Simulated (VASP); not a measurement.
# Al2O3 in VASP: notebook, part 2 of 2

VASP 6.6.1.

## Step 4: Single point, PBE

This run uses another cell than the first one, of 49.42 Å³/atom, 1.137 times its volume.

The input, INCAR:

```
PREC = Accurate
ENCUT = 520
EDIFF = 1E-6
ISMEAR = 0
SIGMA = 0.1
LREAL = False
LASPH = True
NELM = 80
ALGO = Normal
ISIF = 2
LWAVE = False
LCHARG = False
LDIPOL = True
IDIPOL = 3
DIPOL = 0.5 0.5 0.500
GGA = PE
NBANDS = 20
```

The input, KPOINTS:

```
Automatic mesh
0
Gamma
  6 6 1
```

The input, POSCAR:

```
Al2O3
1.0
    4.2228450000      0.0000000000      0.0000000000
   -2.1114220000      3.6570910000      0.0000000000
    0.0000000000      0.0000000000     16.0000000000
Al O
2 3
Direct
    0.3333333300      0.6666666700      0.5568963000
    0.6666666700      0.3333333300      0.4431037000
    0.0000000000      0.0000000000      0.5000000000
    0.3333333300      0.6666666700      0.4423823500
    0.6666666700      0.3333333300      0.5576176500
```

Potentials or basis: VASP PAW PBE potentials, release 64 (Al, O).

On the command line:

```bash
cat potpaw_PBE.64/Al/POTCAR potpaw_PBE.64/O/POTCAR > POTCAR
mpirun -np 1 vasp_std > vasp.out
```

OUTCAR:

```text
PREC = Accurate
   ENCUT = 520
   EDIFF = 1E-6
   ISMEAR = 0
   LREAL = False
   LASPH = True
   NELM = 80
   ISIF = 2
   GGA = PE

 ion  position               nearest neighbor table
   1  0.333  0.667  0.557-   4 1.83   5 2.44   5 2.44   5 2.44   3 2.60   3 2.60   3 2.60   2 3.04
                             2 3.04   2 3.04
   2  0.667  0.333  0.443-   5 1.83   4 2.44   4 2.44   4 2.44   3 2.60   3 2.60   3 2.60   1 3.04
                             1 3.04   1 3.04
   3  0.000  0.000  0.500-   1 2.60   2 2.60   1 2.60   2 2.60   2 2.60   1 2.60
   4  0.333  0.667  0.442-   1 1.83   2 2.44   2 2.44   2 2.44
   5  0.667  0.333  0.558-   2 1.83   1 2.44   1 2.44   1 2.44

  LATTYP: Found a hexagonal cell.
 ALAT       =     4.2228450000
 C/A-ratio  =     3.7889148193

  Lattice vectors:

 A1 = (   4.2228450000,   0.0000000000,   0.0000000000)
 A2 = (  -2.1114220000,   3.6570910000,   0.0000000000)
 A3 = (   0.0000000000,   0.0000000000,  16.0000000000)

Analysis of symmetry for initial positions (statically):
=====================================================================
 Subroutine PRICEL returns:
 Original cell was already a primitive cell.

 Routine SETGRP: Setting up the symmetry group for a
 hexagonal supercell.

 Subroutine GETGRP returns: Found 12 space group operations
 (whereof 12 operations were pure point group operations)
 out of a pool of 24 trial point group operations.

The static configuration has the point symmetry D_3d.

Analysis of symmetry for dynamics (positions and initial velocities):
=====================================================================
 Subroutine PRICEL returns:
 Original cell was already a primitive cell.

 Routine SETGRP: Setting up the symmetry group for a
 hexagonal supercell.

 Subroutine GETGRP returns: Found 12 space group operations
 (whereof 12 operations were pure point group operations)
 out of a pool of 24 trial point group operations.

The dynamic configuration has the point symmetry D_3d.

 Subroutine INISYM returns: Found 12 space group operations
 (whereof 12 operations are pure point group operations),
 and found     1 'primitive' translations

----------------------------------------------------------------------------------------

                                     Primitive cell

  volume of cell :     247.0933

  direct lattice vectors                    reciprocal lattice vectors
     4.222845000  0.000000000  0.000000000     0.236807176  0.136720656  0.000000000
    -2.111422000  3.657091000  0.000000000     0.000000000  0.273441377  0.000000000
     0.000000000  0.000000000 16.000000000     0.000000000  0.000000000  0.062500000

  length of vectors
     4.222845000  4.222844710 16.000000000     0.273441359  0.273441377  0.062500000

  position of ions in fractional coordinates (direct lattice)
     0.333333330  0.666666670  0.556896300
     0.666666670  0.333333330  0.443103700
     0.000000000  0.000000000  0.500000000
     0.333333330  0.666666670  0.442382350
     0.666666670  0.333333330  0.557617650

  ion indices of the primitive-cell ions
   primitive index   ion index
                 1           1
                 2           2
                 3           3
                 4           4
                 5           5
[... 34 lines left out ...]
  0.333333  0.166667  0.000000     12.000000
  0.333333  0.333333  0.000000      2.000000
   k-points           NKPTS =      7   k-points in BZ     NKDIM =      7   number of bands    NBANDS=     20
   number of dos      NEDOS =    301   number of ions     NIONS =      5
   total plane-waves  NPLWV = 122880
   dimension x,y,z NGX =    32 NGY =   32 NGZ =  120
   dimension x,y,z NGXF=    64 NGYF=   64 NGZF=  240
   ions per type =               2   3
   NGX,Y,Z   is equivalent  to a cutoff of  12.60, 12.60, 12.47 a.u.
   NGXF,Y,Z  is equivalent  to a cutoff of  25.20, 25.20, 24.94 a.u.
 SYSTEM =  unknown system
   PREC   = accura    normal or accurate (medium, high low for compatibility)
   ISTART =      0    job   : 0-new  1-cont  2-samecut
   ICHARG =      2    charge: 1-file 2-atom 10-const
   ISPIN  =      1    spin polarized calculation?
   LNONCOLLINEAR =      F non collinear calculations
   LSORBIT =      F    spin-orbit coupling
   LASPH  =      T    aspherical Exc in radial PAW
   ENCUT  =  520.0 eV  38.22 Ry    6.18 a.u.   7.85  7.85 29.75*2*pi/ulx,y,z
   NELM   =     80;   NELMIN=  2; NELMDL= -5     # of ELM steps
   EDIFF  = 0.1E-05   stopping-criterion for ELM
   LREAL  =      F    real-space projection
   EDIFFG = 0.1E-04   stopping-criterion for IOM
   NSW    =      0    number of steps for IOM
   IBRION =     -1    ionic relax: 0-MD 1-quasi-New 2-CG
   NFREE  =      0    steps in history (QN), initial steepest desc. (CG)
   ISIF   =      2    stress and relaxation
   ISYM   =      2    0-nonsym 1-usesym 2-fastsym
   POTIM  = 0.5000    time-step for ionic-motion
   TEBEG  =    0.0;   TEEND  =   0.0 temperature during run
   PSTRESS=    0.0 pullay stress
   NELECT =      24.0000    total number of electrons
   NUPDOWN=      -1.0000    fix difference up-down
   EMIN   =  10.00;   EMAX   =-10.00  energy-range for DOS
   EFERMI =   0.00;   METHOD = LEGACY
   ISMEAR =     0;   SIGMA  =   0.10  broadening in eV -4-tet -1-fermi 0-gaus
   EFERMI_NEDOS =   21; number of points for ismear=-14 and -15
   IALGO  =     38    algorithm
   IMIX   =      4    mixing-type and parameters
     AMIX     =   0.40;   BMIX     =  1.00
     AMIX_MAG =   1.60;   BMIX_MAG =  1.00
  volume/ion in A,a.u.               =      49.42       333.49
  Fermi-wavevector in a.u.,A,eV,Ry     =   0.752532  1.422079  7.705038  0.566304
  Thomas-Fermi vector in A             =   1.849764
   LORBIT       =      0    0 simple, 1 ext, 2 COOP (PROOUT), +10 PAW based schemes
   GGA     = PE    functional components
   LHFCALC =     F    Hartree Fock is set to
   AEXX    =    0.0000 exact exchange contribution
   IVDW    =     0    specifies the selected vdW correction
   LEPSILON=     F    determine dielectric tensor
   LRPA    =     F    only Hartree local field effects (RPA)
 non-spin polarized calculation
 Gauss-broadening in eV      SIGMA  =   0.10
  energy-cutoff  :      520.00
  volume of cell :      247.09
 maximum number of plane-waves:      6682
 NGX is ok and might be reduce to    32
   NGX = 15   NGY = 15   NGZ = 59

 dipolmoment           0.000000      0.000000     -0.000000 electrons x Angstroem

 number of electron      23.9999994 magnetization

 dipolmoment           0.000000      0.000000      0.000000 electrons x Angstroem

 Free energy of the ion-electron system (eV)
  ---------------------------------------------------
  ext. energy  EPLUGINS =         0.00000000
  ---------------------------------------------------
  free energy    TOTEN  =       -26.38287511 eV

  energy without entropy =      -26.37691909  energy(sigma->0) =      -26.37989710

 E-fermi :  -2.0162     XC(G=0):  -3.4265

 val. band max:       -2.0697397409   @ k =   0.5000  -0.0000   0.0000
 cond. band min:      -1.7429611157   @ k =   0.1667  -0.0000   0.0000
 fundamental gap:      0.3267786251
 Fermi energy:        -2.0162186182

 k-point     1 :       0.0000    0.0000    0.0000
  band No.  band energies     occupation
      1     -20.2064      2.00000
      2     -19.1565      2.00000
      3     -17.1901      2.00000
      4      -6.3899      2.00000
      5      -5.9895      2.00000
      6      -5.5537      2.00000
[... 150 lines left out ...]
     19       4.9164      0.00000
     20       4.9164      0.00000

------------------------ aborting loop because EDIFF is reached ----------------------------------------

 vacuum level on the upper side and lower side of the slab       (xc-potential included)        -0.124        -0.124

  FORCE on cell =-STRESS in cart. coord.  units (eV):
  Direction    XX          YY          ZZ          XY          YZ          ZX
  --------------------------------------------------------------------------------------
  -------------------------------------------------------------------------------------
  Total      -13.9389921    -13.9389918     -3.1005748     -0.0000019      0.0000000      0.0000000
  in kB      -90.3818164    -90.3818141    -20.1044364     -0.0000124      0.0000000      0.0000000
  external PRESSURE =     -66.9560223 kB  Pullay stress =       0.0000000 kB

 VOLUME and BASIS-vectors are now :
 -----------------------------------------------------------------------------
  energy-cutoff  :      520.00
  volume of cell :      247.09
      direct lattice vectors                 reciprocal lattice vectors
     4.222845000  0.000000000  0.000000000     0.236807176  0.136720656  0.000000000
    -2.111422000  3.657091000  0.000000000     0.000000000  0.273441377  0.000000000
     0.000000000  0.000000000 16.000000000     0.000000000  0.000000000  0.062500000

 POSITION                                       TOTAL-FORCE (eV/Angst)
 -----------------------------------------------------------------------------------
      0.00000      2.43806      8.91034        -0.000000      0.000000     -2.817643
      2.11142      1.21903      7.08966        -0.000000     -0.000000      2.817643
      0.00000      0.00000      8.00000        -0.000000      0.000000      0.000000
      0.00000      2.43806      7.07812         0.000000      0.000000     -1.135550
      2.11142      1.21903      8.92188        -0.000000      0.000000      1.135550
 -----------------------------------------------------------------------------------
    total drift:                               -0.000000      0.000000      0.000000

  FREE ENERGIE OF THE ION-ELECTRON SYSTEM (eV)
  ---------------------------------------------------
  free  energy   TOTEN  =       -26.3828751089 eV

  energy  without entropy=      -26.3769190935  energy(sigma->0) =      -26.37989710

 vacuum level on the upper side and lower side of the slab         1.995         1.995
```

Run time: 79 s. Hardware: 1 thread of AMD EPYC 7R43 (Zen 3), shared host; peak memory 0.31 GiB.

Results:

| Property | Result |
| --- | --- |
| Free energy | -26.3829 eV |
| Largest force | 2.818 eV/Å |
| Band gap on the k mesh | zero (band 12 reaches -2.07 eV, above the bottom of band 13 at -2.71 eV) |

Forces in eV/Å, atoms in the order of the input:
```
Al   0.000  0.000 -2.818
Al   0.000  0.000  2.818
O    0.000  0.000  0.000
O    0.000  0.000 -1.136
O    0.000  0.000  1.136
```

Levels at points of the mesh, in eV from the Fermi level:
```
           k point  band 9  band 10  band 11  band 12  band 13  band 14  band 15  band 16
(0.00, 0.00, 0.00)   -3.09    -1.23    -1.23    -0.69    -0.69     1.18     3.74     4.11
(0.50, 0.00, 0.00)   -2.33    -1.42    -0.09    -0.05     0.90     1.17     4.71     4.97
```

## Step 5: Single point, PBE, collinear spin, ferromagnetic start

This run uses another cell than the first one, of 49.42 Å³/atom, 1.137 times its volume.

The input, INCAR:

```
SYSTEM = Al2O3
ALGO = Normal
DIPOL = 0.5 0.5 0.500
EDIFF = 1E-7
ENCUT = 520
GGA = PE
IDIPOL = 3
ISIF = 2
ISMEAR = 0
ISPIN = 2
LASPH = .True.
LCHARG = .False.
LDIPOL = .True.
LORBIT = 11
LREAL = .False.
LWAVE = .False.
MAGMOM = 0 0 1 1 1
NBANDS = 24
NELM = 150
PREC = Accurate
SIGMA = 0.1
```

The input, KPOINTS:

```
k-points
0
Gamma
  6 6 1
  0 0 0
```

POSCAR is that of step 4.

On the command line:

```bash
cat potpaw_PBE.64/Al/POTCAR potpaw_PBE.64/O/POTCAR > POTCAR
mpirun -np 1 vasp_std > vasp.out
```

Wall time 5.1 min (1 thread of AMD EPYC 7R43 (Zen 3), shared host); peak memory 0.42 GiB.

Results (log left out):

```
Free energy                                           : -26.3829 eV
Largest force                                         : 2.818 eV/Å
Band gap on the k mesh                                : zero (filled and empty bands overlap)
Net moment                                            : 0.00 μB per cell
Valence electrons inside the program's atomic spheres : Al 0.57; O 4.81, 4.91
```

Forces in eV/Å, atoms in the order of the input:
```
Al   0.000  0.000 -2.818
Al   0.000  0.000  2.818
O    0.000  0.000  0.000
O    0.000  0.000 -1.135
O    0.000  0.000  1.135
```

Levels at points of the mesh, in eV from the Fermi level:
Spin up:
| k point | band 10 | band 11 | band 12 | band 13 | band 14 | band 15 |
| --- | --- | --- | --- | --- | --- | --- |
| (0.00, 0.00, 0.00) | -1.23 | -1.23 | -0.69 | -0.69 | 1.18 | 3.74 |
| (0.50, 0.00, 0.00) | -1.42 | -0.09 | -0.05 | 0.90 | 1.17 | 4.71 |
Spin down:
| k point | band 8 | band 9 | band 10 | band 11 | band 12 | band 13 | band 14 | band 15 | band 16 | band 17 |
| --- | --- | --- | --- | --- | --- | --- | --- | --- | --- | --- |
| (0.00, 0.00, 0.00) | -3.10 | -3.10 | -1.23 | -1.23 | -0.69 | -0.69 | 1.18 | 3.81 | 4.13 | 5.19 |
| (0.50, 0.00, 0.00) | -2.81 | -2.33 | -1.42 | -0.09 | -0.05 | 0.90 | 1.17 | 4.71 | 4.97 | 6.05 |

## Step 6: The runs side by side

| spin | cell | gap on the mesh (eV) | largest force (eV/Å) |
| --- | --- | --- | --- |
| off | a = 2.888, b = 2.888, c = 30.089 Å, angles 90.0, 90.0, 120.0°, 5 atoms | 5.07 | 0.05 |
| off | a = 3.136, b = 3.136, c = 27.488 Å, angles 90.0, 90.0, 120.0°, 5 atoms | 3.77 | 2.01 |
| off | a = 4.223, b = 4.223, c = 16.000 Å, angles 90.0, 90.0, 120.0°, 5 atoms | none | 2.82 |
| collinear, ferromagnetic start | a = 4.223, b = 4.223, c = 16.000 Å, angles 90.0, 90.0, 120.0°, 5 atoms | none | 2.82 |

Alike in all rows: task single point; level PBE; potentials or basis VASP PAW PBE potentials, release 64 (Al, O); k mesh 6 × 6 × 1; cutoff (eV) 520; smearing gaussian 0.1 eV.

Absolute energies hang on the potentials; compare differences alone.
